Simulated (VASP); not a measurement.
Sc:

```xyz
2
Lattice="3.2800 0.0000 0.0000 -1.6400 2.8406 0.0000 0.0000 0.0000 5.3562" Properties=species:S:1:pos:R:3 pbc="T T T"
Sc    0.0000    1.8937    1.3391
Sc    1.6400    0.9469    4.0172
```

```yaml
Program: VASP 6.6.1
Task: relaxation of cell and atoms
Functional: PBEsol
Potentials_or_basis: VASP PAW PBE potentials, release 64 (Sc_sv)
Cutoff: 600 eV
k_mesh: 9 × 9 × 5
Occupations: gaussian, width 0.05 eV
Spin: no spin polarisation
```

At the start: pressure -2.7 GPa; volume 24.95 Å³/atom.

Q: Where does the relaxation end?

A: Over 5 steps the energy falls by 19.8 meV/atom and the volume is 23.67 Å³/atom (-5.1 %); space group P6_3/mmc (No. 194, to 0.05 Å).

The path:
```tsv
step	energy change (eV)	largest force (eV/Å)	pressure (GPa)	volume (Å³)
1	0.0000	0.0000	-2.68	49.90
2	-0.0344	0.0000	0.57	46.94
3	-0.0344	0.0000	0.53	46.97
4	-0.0389	0.0000	0.17	47.23
5	-0.0395	0.0000	0.03	47.35
```

Final structure:
```xyz
2
Lattice="3.2761 0.0000 0.0000 -1.6380 2.8372 0.0000 0.0000 0.0000 5.0941" Properties=species:S:1:pos:R:3 pbc="T T T"
Sc    0.0000    1.8914    1.2735
Sc    1.6380    0.9457    3.8206
```

Caveat: the PAW data sets were made with another functional, which shifts forces and pressure a little.
